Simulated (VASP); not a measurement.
Input of a VASP 6.6.1 run:

The input INCAR:

```
SYSTEM = Pd
ALGO = Normal ; EDIFF = 1E-6
ENCUT = 520 ; GGA = RP
ISIF = 2 ; ISMEAR = -1
IVDW = 12 ; LASPH = .TRUE.
LCHARG = .FALSE. ; LREAL = .FALSE.
LWAVE = .FALSE. ; NBANDS = 11
NELM = 80 ; PREC = Accurate
SIGMA = 0.05
```

Contents of KPOINTS:

```
k-points
0
G
  12 12 12
  0 0 0
```

The input POSCAR:

```
Pd
1.0
    0.0000000000      1.8626376743      1.8626376743
    1.8626376743      0.0000000000      1.8626376743
    1.8626376743      1.8626376743      0.0000000000
Pd
1
Direct
    0.0000000000      0.0000000000      0.0000000000
```

Potentials or basis: VASP PAW PBE potentials, release 64 (Pd).

The run is started by

```console
$ cat potpaw_PBE.64/Pd/POTCAR > POTCAR
$ mpirun -np 1 vasp_std > vasp.out
```

Question: Estimate the band gap on the k mesh.

Answer: Zero (band 5 reaches 12.66 eV, above the bottom of band 6 at 10.67 eV).

Question: Estimate the dispersion energy per atom.

Answer: -4.000 eV.
